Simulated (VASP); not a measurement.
A run of VASP 6.6.1:

The input POSCAR:

```
H18CO9
1.0
    6.7017590000      0.0000000000      0.0000000000
    0.0000000000      6.7017590000      0.0000000000
    0.0000000000      0.0000000000      6.7017590000
O H C
9 18 1
Direct
    0.4795009788      0.0225164766      0.7654855986
    0.4881255802      0.9107012055      0.3966570568
    0.0679075449      0.4979438980      0.1391127314
    0.3667395381      0.7365976604      1.0473220538
    0.1550040818      0.2153315271      0.8282900057
    0.8206949847      0.9721328386      0.9404396667
    0.7500120491      0.2039315350      0.2982351350
    0.1272800171      0.5128802752      0.5256381198
    0.7108730708      0.6043040342      0.8591177331
    0.4936166759     -0.0483753594      0.6438608133
    0.6074673828      0.0125191013      0.8362431415
    0.6014838791      0.9814139840      0.3498186073
    0.4466140904      0.8213813717      0.2921621025
    0.1593909897      0.6118095264      0.1146713870
    0.0686983820      0.4268580831      0.0167866377
    0.3783335092      0.8552978405      0.9508399213
    0.4621920902      0.6444278286      0.9803694821
    0.2792699648      0.1398289613      0.8128313776
    0.1491101068      0.3114555447      0.7186023848
    0.9227278988      1.0421890730      0.8630719189
    0.8396303120      0.8379591089      0.9180724046
    0.8226944598      0.3287345904      0.3021743993
    0.7227356281      0.1969184508      0.1570632427
    0.0691758686      0.6441741638      0.5051658826
    0.1163276686      0.4591928776      0.3968808786
    0.7778853283      0.5498407209      0.5651799774
    0.5863684445      0.3930908288      0.6976377396
    0.6924898374      0.5128802752      0.7042479445
```

File INCAR.step1:

```
SYSTEM = H18CO9
PREC = Accurate ; ENCUT = 520
ISMEAR = -1 ; SIGMA = 0.05
LREAL = Auto ; LASPH = .TRUE.
NELM = 60 ; NBANDS = 58
GGA = PE ; ALGO = Normal
EDIFF = 1E-4 ; LWAVE = .TRUE.
LCHARG = .FALSE.
```

Contents of INCAR.step2:

```
SYSTEM = H18CO9
PREC = Accurate ; ENCUT = 520
EDIFF = 1E-6 ; ISMEAR = -1
SIGMA = 0.05 ; LREAL = Auto
LASPH = .TRUE. ; NELM = 60
ALGO = Normal ; ISIF = 2
LWAVE = .FALSE. ; LCHARG = .FALSE.
METAGGA = R2SCAN ; LMIXTAU = .TRUE.
NBANDS = 58 ; ISTART = 1
```

The input KPOINTS:

```
Automatic mesh
0
G
  1 1 1
  0 0 0
```

Potentials or basis: VASP PAW PBE potentials, release 64 (O, H, C).

The run is started by

```sh
$ cat potpaw_PBE.64/O/POTCAR potpaw_PBE.64/H/POTCAR potpaw_PBE.64/C/POTCAR > POTCAR
$ cp INCAR.step1 INCAR
$ mpirun -np 1 vasp_gam > vasp.out
$ cp INCAR.step2 INCAR
$ mpirun -np 1 vasp_gam > vasp.out
```

Hardware: 1 thread of AMD EPYC 9R45 (Zen 5), on a shared host.

Estimate the wall time of this run.

It took 62 s on 1 thread of AMD EPYC 9R45 (Zen 5), on a shared host, peak memory 0.32 GiB. Counts: k points 1.
